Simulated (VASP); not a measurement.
The system is P.

```xyz
1
Lattice="2.6146 0.0000 0.0000 0.0000 2.6146 0.0000 0.0000 0.0000 2.6146" Properties=species:S:1:pos:R:3 pbc="T T T"
P     0.0000    0.0000    0.0000
```

This isn't the form of P at room conditions, which is orthorhombic.

* Program: VASP 6.6.1
* Task: relaxation of cell and atoms
* Functional: PBE
* Potentials or basis: VASP PAW PBE potentials, release 64 (P)
* Cutoff: 500 eV
* k mesh: 8 × 8 × 8
* Occupations: gaussian, width 0.1 eV
* Spin: no spin polarisation

At the start: pressure -13.6 GPa; volume 17.87 Å³/atom.

Question: Where does the relaxation end?

Answer: Over 3 steps the energy falls by 180.9 meV/atom and the volume is 14.55 Å³/atom (-18.6 %); space group Pm-3m (No. 221, to 0.1 Å) before and after.

The path:
```
step  energy change (eV)  largest force (eV/Å)  pressure (GPa)  volume (Å³)
   1              0.0000                0.0000          -13.64        17.87
   2             -0.1777                0.0000            3.02        14.22
   3             -0.1809                0.0000            0.14        14.55
```

Final structure:
```xyz
1
Lattice="2.4413 0.0000 0.0000 0.0000 2.4413 0.0000 0.0000 0.0000 2.4413" Properties=species:S:1:pos:R:3 pbc="T T T"
P     0.0000    0.0000    0.0000
```

Caveat: the volume moved by over 15 % at a fixed basis, so the end points are rough; an odd number of electrons without spin polarisation forces a metal; a magnetic or distorted state may lie lower.
